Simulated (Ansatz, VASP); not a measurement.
**PtSe2: VASP beside Ansatz**

```
Pt Se
1.0
     1.84570    1.06562    5.76071
    -1.84570    1.06562    5.76071
     0.00000   -2.13123    5.76071
Pt Se
1 2
Direct
  0.00000 0.00000 0.00000
  0.25678 0.25678 0.25678
  0.74322 0.74322 0.74322
```

Alike in both runs: task single point; functional PBE; k mesh 8 × 8 × 8; occupations fermi-dirac, width 0.02 eV; no spin polarisation.

|  | VASP | Ansatz |
| --- | --- | --- |
| version | VASP 6.6.1 | Ansatz 0.2.0 |
| potentials or method | VASP PAW PBE potentials, release 64 (Pt, Se) | plane waves, PAW |
| plane-wave cutoff (eV) | 520 | 420 |
| valence electrons in the cell | 22 | 50 |

```csv
,VASP,Ansatz,Ansatz less VASP
pressure (GPa),3.6,3.6,+0.02
"traceless stress, the component that is largest in VASP (GPa)",-0.98,-0.99,-0.005
rms of the force components (eV/Å),0.064,0.064,-0.0002
```

Atom by atom the forces differ by 0.000 eV/Å (rms over components). VASP's potentials hold 22 valence electrons a cell and Ansatz's 50, so a difference there can come from the potentials and not from the codes.

Neither program's run includes spin-orbit coupling.
